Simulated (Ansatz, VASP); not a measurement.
## Two plane-wave programs on Y

```xyz
1
Lattice="0.0000 2.3856 2.4850 2.3856 0.0000 2.4850 2.3856 2.3856 0.0000" Properties=species:S:1:pos:R:3 pbc="T T T"
Y     0.0000    0.0000    0.0000
```

Change from the starting cell: strain -0.040 along x and y, +0.000 along z, atoms carried along.

Alike in both runs: task single point; functional r2SCAN; k mesh 16 × 16 × 16; occupations gaussian, width 0.15 eV; no spin polarisation.

|  | VASP | Ansatz |
| --- | --- | --- |
| version | VASP 6.6.1 | Ansatz 0.2.0 |
| potentials or method | VASP PAW PBE potentials, release 64 (Y_sv), cutoff 520 eV | scalar-relativistic, plane waves, PAW |
| valence electrons in the cell | 11 | 11 |

Ansatz gave:

| Item | Value |
| --- | --- |
| gap on the k mesh at the Fermi level (eV) | none |
| pressure (GPa) | 7.7 |
| traceless stress, the component that is largest in VASP (GPa) | -0.53 |

**Question.** What did VASP give for the same quantities?

**Answer.** gap on the k mesh at the Fermi level (eV): none; pressure (GPa): 7.8; traceless stress, the component that is largest in VASP (GPa): -0.52.

VASP's potentials were made for PBE, not for r2SCAN. A gap of «none» marks a metal or a gap that the smearing closes.
